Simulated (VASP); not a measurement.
Runs of VASP 6.6.1 on InAs. It takes space group Fm-3m (No. 225, cubic). The conventional cell has a = 5.683 Å, b = 5.683 Å, c = 5.683 Å, α = 90.00°, β = 90.00°, γ = 90.00°. Within 3.7 Å of In (site symmetry m-3m) lie 6 As at 2.84 Å. As (site symmetry m-3m) has 6 In at 2.84 Å within 3.7 Å. 

| spin | k mesh | smearing | gap on the mesh (eV) | pressure (GPa) |
| --- | --- | --- | --- | --- |
| collinear | 6 × 6 × 6 | fermi-dirac 0.02 eV | none | 2.7 |
| off | 6 × 6 × 6, shifted | fermi-dirac 0.02 eV | none | (a) |
| off | 6 × 6 × 6 | gaussian 0.001 eV | none | 2.6 |
| off | 6 × 6 × 6 | methfessel-paxton 0.5 eV | none | 2.6 |

Alike in all rows: task single point; level PBE; potentials or basis VASP PAW PBE potentials, release 64 (In_d, As); cell as given; cutoff (eV) 500.

Question: Estimate the missing entries.

Answer: (a) 2.4.

Caveats: the structure was generated, so it needn't be the stable form of InAs; spin-orbit coupling is left out, which moves the levels of the heavy elements; a moment this small can come from the mesh or the smearing (at least some runs).

A k mesh can miss the band edges, and the runs leave out spin-orbit coupling on As, In.

A gap of «none» marks levels without a gap at the run's occupations.
